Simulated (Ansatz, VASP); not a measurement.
## Two plane-wave programs on BN

The input POSCAR:

```
BN
1.0
    0.0000000000      1.8130010000      1.8401960150
    1.8130010000      0.0000000000      1.8401960150
    1.8130010000      1.8130010000      0.0000000000
B N
1 1
Direct
    0.0000000000      0.0000000000      0.0000000000
    0.7500000000      0.7500000000      0.7500000000
```

INCAR.step1

```
PREC     = Accurate       # precision mode
ENCUT    = 520            # plane-wave cutoff, eV
ISMEAR   = 0              # smearing method
SIGMA    = 0.05           # smearing width, eV
LREAL    = False          # projectors in reciprocal space
LASPH    = True           # aspherical terms in the spheres
NELM     = 60             # most SCF steps
NBANDS   = 11             # bands
GGA      = PE             # functional
ALGO     = Normal         # electronic algorithm
EDIFF    = 1E-4           # SCF threshold, eV
LWAVE    = True           # write WAVECAR
LCHARG   = False          # write CHGCAR
```

Contents of INCAR.step2:

```
PREC     = Accurate       # precision mode
ENCUT    = 520            # plane-wave cutoff, eV
EDIFF    = 1E-7           # SCF threshold, eV
ISMEAR   = 0              # smearing method
SIGMA    = 0.05           # smearing width, eV
LREAL    = False          # projectors in reciprocal space
LASPH    = True           # aspherical terms in the spheres
NELM     = 60             # most SCF steps
ALGO     = Normal         # electronic algorithm
ISIF     = 2              # what is computed and relaxed
LWAVE    = False          # write WAVECAR
LCHARG   = True           # write CHGCAR
METAGGA  = R2SCAN         # meta-GGA
LMIXTAU  = True         
LELF     = True           # ELF
LVHAR    = True         
NBANDS   = 11             # bands
ISTART   = 1
```

KPOINTS

```
regular mesh
0
Gamma
  12 12 12
```

Input for Ansatz:

```yaml
crystal:
  lattice:
    - [0.0, 1.813001, 1.840196015]
    - [1.813001, 0.0, 1.840196015]
    - [1.813001, 1.813001, 0.0]
  atoms:
    - { symbol: B, position: [0.0, 0.0, 0.0] }
    - { symbol: "N", position: [0.75, 0.75, 0.75] }
basis:
  ecutwfc: 500
kpoints:
  mp_grid: { grid: [12, 12, 12] }
hamiltonian:
  xc: r2scan
scf:
  occupations: { method: gaussian, width: 0.05 }
output:
  forces: true
  stress: true
  eigenvalues: true
```

Change from the starting cell: strain +0.000 along x and y, +0.015 along z, atoms carried along.

Alike in both runs: task single point; functional r2SCAN; k mesh 12 × 12 × 12; occupations gaussian, width 0.05 eV; no spin polarisation.

|  | VASP | Ansatz |
| --- | --- | --- |
| version | VASP 6.6.1 | Ansatz 0.2.0 |
| potentials or method | VASP PAW PBE potentials, release 64 (B, N), cutoff 520 eV | scalar-relativistic, plane waves, PAW |
| valence electrons in the cell | 8 | 8 |

Ansatz gave:

```
gap on the k mesh at the Fermi level (eV)                     : 4.83
least direct gap on the mesh (eV)                             : 9.36
pressure (GPa)                                                : -10.6
traceless stress, the component that is largest in VASP (GPa) : -6.39
```

**Question.** Which values does VASP return?

**Answer.** gap on the k mesh at the Fermi level (eV): 4.81; least direct gap on the mesh (eV): 9.32; pressure (GPa): -9.6; traceless stress, the component that is largest in VASP (GPa): -6.37.

VASP's potentials were made for PBE, not for r2SCAN.
